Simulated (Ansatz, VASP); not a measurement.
**One calculation of MnS, two programs**

POSCAR

```
MnS
1.0
    3.0990400000      0.0000000000      0.0000000000
    0.0000000000      3.0990400000      0.0000000000
    0.0000000000      0.0000000000      3.0990400000
Mn S
1 1
Direct
    0.5215224088      0.5008329380      0.4749077323
    0.0306105705      0.0226415856     -0.0339163600
```

Contents of INCAR.step1:

```
PREC = Accurate ; ENCUT = 520
ISMEAR = -1 ; SIGMA = 0.01
LREAL = F ; LASPH = T
NELM = 150 ; ISPIN = 2
MAGMOM = 5.2 0 ; LMAXMIX = 4
NBANDS = 20 ; GGA = PE
ALGO = Normal ; EDIFF = 1E-4
LWAVE = T ; LCHARG = F
```

File INCAR.step2:

```
PREC = Accurate ; ENCUT = 520
EDIFF = 1E-7 ; ISMEAR = -1
SIGMA = 0.01 ; LREAL = F
LASPH = T ; NELM = 150
ALGO = Normal ; ISIF = 2
LWAVE = F ; LCHARG = F
ISPIN = 2 ; MAGMOM = 5.2 0
LORBIT = 11 ; LMAXMIX = 4
METAGGA = R2SCAN ; LMIXTAU = T
NBANDS = 20 ; ISTART = 1
```

The input KPOINTS:

```
regular mesh
0
Gamma
  5 5 5
```

Input for Ansatz:

```yaml
crystal:
  lattice:
    - [3.09904, 0.0, 0.0]
    - [0.0, 3.09904, 0.0]
    - [0.0, 0.0, 3.09904]
  atoms:
    - { symbol: Mn, position: [0.5215224087573399, 0.500832937976479, 0.47490773229155425], spin: 5.2 }
    - { symbol: S, position: [0.03061057045068612, 0.022641585608688918, -0.033916360031077945], spin: 0.0 }
kpoints:
  mp_grid:
    grid: [5, 5, 5]
hamiltonian:
  xc: r2scan
  pseudopotentials:
    kind: nc
magnetization:
  spin_polarized: true
scf:
  convergence:
    dr2_threshold: 1.0e-07
  occupations:
    method: fermi_dirac
    width: 0.01
  initial_density:
    normalization: cell
output:
  forces: true
```

Alike in both runs: task single point; functional r2SCAN; k mesh 5 × 5 × 5; occupations fermi-dirac, width 0.01 eV; collinear spin.

|  | VASP | Ansatz |
| --- | --- | --- |
| version | VASP 6.6.1 | Ansatz 0.2.0 |
| potentials or method | VASP PAW PBE potentials, release 64 (Mn_pv, S) | plane waves |
| plane-wave cutoff (eV) | 520 | 1306 |
| valence electrons in the cell | 19 | 21 |

|  | VASP | Ansatz | Ansatz less VASP |
| --- | --- | --- | --- |
| rms of the force components (eV/Å) | 0.058 | 0.055 | -0.0032 |
| net moment per atom (μB) | 2.21 | 2.21 | 0.000 |
| size of the moment on the site where the two differ most (μB) | 4.18 | 4.16 | -0.026 |

VASP's potentials were made for PBE, not for r2SCAN. Site moments also hang on the region over which each program counts them. Atom by atom the forces differ by 0.004 eV/Å (rms over components). The functional is the same, so the differences come from potentials, cutoffs and numerics. VASP's potentials hold 19 valence electrons a cell and Ansatz's 21, so a difference there can come from the potentials and not from the codes. Ansatz's warnings: stability check not made.

The k mesh is coarse, so the values compare programs but aren't converged.
